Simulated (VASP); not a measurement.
Here is a VASP 6.6.1 calculation.

Contents of INCAR:

```
SYSTEM = C
ALGO     = Normal         ! electronic algorithm
DIPOL    = 0.5 0.5 0.500
EDIFF    = 1E-7           ! SCF threshold, eV
ENCUT    = 520            ! plane-wave cutoff, eV
GGA      = PE             ! functional
IDIPOL   = 3            
ISIF     = 2              ! what is computed and relaxed
ISMEAR   = 0              ! smearing method
IVDW     = 12             ! dispersion correction
LASPH    = .True.         ! aspherical terms in the spheres
LCHARG   = .True.         ! write CHGCAR
LDIPOL   = .True.       
LELF     = .True.         ! ELF
LREAL    = .False.        ! projectors in reciprocal space
LVACPOTAV= .True.       
LVHAR    = .True.       
LWAVE    = .False.        ! write WAVECAR
NBANDS   = 11             ! bands
NELM     = 60             ! most SCF steps
PREC     = Accurate       ! precision mode
SIGMA    = 0.1            ! smearing width, eV
```

Contents of KPOINTS:

```
k-points
0
Gamma
  21 21 1
  0 0 0
```

File POSCAR:

```
C
1.0
    2.4230000000      0.0000000000      0.0000000000
   -1.2115000000      2.0983795534      0.0000000000
    0.0000000000      0.0000000000     26.0024170307
C
2
Direct
    0.6666666667      0.3333333333      0.5192289817
    0.3333333333      0.6666666667      0.4807710183
```

Potentials or basis: VASP PAW PBE potentials, release 64 (C).

Launch:

```bash
$ cat potpaw_PBE.64/C/POTCAR > POTCAR
$ mpirun -np 1 vasp_std > vasp.out
```

Task: What does it give for the band gap on the k mesh?

Result: Zero (band 4 reaches -2.20 eV, above the bottom of band 5 at -5.45 eV).

Task: Estimate the work function of the lower face.

Result: 6.29 eV.

Forces on the atoms (eV/Å):
```
C    0.000  0.000 -7.434
C    0.000  0.000  7.434
```
